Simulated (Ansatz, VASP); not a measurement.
**RbBr in VASP and in Ansatz**

The input POSCAR:

```
RbBr
1.0
    4.1279266522      0.0000000000      0.0000000000
    0.0000000000      4.1279266522      0.0000000000
    0.0000000000      0.0000000000      4.1279266522
Rb Br
1 1
Direct
    0.0000000000      0.0000000000      0.0000000000
    0.5000000000      0.5000000000      0.5000000000
```

The input INCAR.step1:

```
PREC     = Accurate       # precision mode
ENCUT    = 520            # plane-wave cutoff, eV
EDIFF    = 1E-5           # SCF threshold, eV
ISMEAR   = 0              # smearing method
SIGMA    = 0.01           # smearing width, eV
LREAL    = F              # projectors in reciprocal space
LASPH    = T              # aspherical terms in the spheres
NELM     = 100            # most SCF steps
ALGO     = Normal         # electronic algorithm
ISIF     = 2              # what is computed and relaxed
LWAVE    = T              # write WAVECAR
LCHARG   = F              # write CHGCAR
GGA      = PE             # functional
NBANDS   = 15             # bands
```

The input INCAR.step2:

```
PREC     = Accurate       # precision mode
ENCUT    = 520            # plane-wave cutoff, eV
EDIFF    = 1E-6           # SCF threshold, eV
ISMEAR   = 0              # smearing method
SIGMA    = 0.01           # smearing width, eV
LREAL    = F              # projectors in reciprocal space
LASPH    = T              # aspherical terms in the spheres
NELM     = 100            # most SCF steps
ALGO     = Normal         # electronic algorithm
ISIF     = 2              # what is computed and relaxed
LWAVE    = F              # write WAVECAR
LCHARG   = F              # write CHGCAR
GGA      = PE             # functional
LHFCALC  = T              # exact exchange
HFSCREEN = 0.2079         # screening, 1/A
PRECFOCK = Normal       
ISTART   = 1            
NBANDS   = 15             # bands
```

KPOINTS

```
regular mesh
0
Gamma
  4 4 4
```

Input for Ansatz:

```yaml
crystal:
  lattice:
    - [4.1279266522, 0.0, 0.0]
    - [0.0, 4.1279266522, 0.0]
    - [0.0, 0.0, 4.1279266522]
  atoms:
    - { symbol: Rb, position: [0.0, 0.0, 0.0] }
    - { symbol: Br, position: [0.5, 0.5, 0.5] }
kpoints:
  mp_grid: { grid: [4, 4, 4] }
hamiltonian:
  xc: hse06
scf:
  occupations: { method: fixed }
  n_extra_bands: 4
output:
  forces: true
  stress: true
  eigenvalues: true
```

Alike in both runs: task single point; functional HSE06; k mesh 4 × 4 × 4; no spin polarisation.

```csv
,VASP,Ansatz
version,VASP 6.6.1,Ansatz 0.2.0
potentials or method,"VASP PAW PBE potentials, release 64 (Rb_sv, Br)","plane waves, PAW"
plane-wave cutoff (eV),520,420
occupations,"gaussian, width 0.01 eV",fixed
valence electrons in the cell,16,16
```

```tsv
	VASP	Ansatz	Ansatz less VASP
gap on the k mesh at the Fermi level (eV)	5.26	5.26	-0.001
pressure (GPa)	0.4	0.4	0.00
```

Ansatz's warnings: stress exchange threshold loose, stress scf threshold loose.
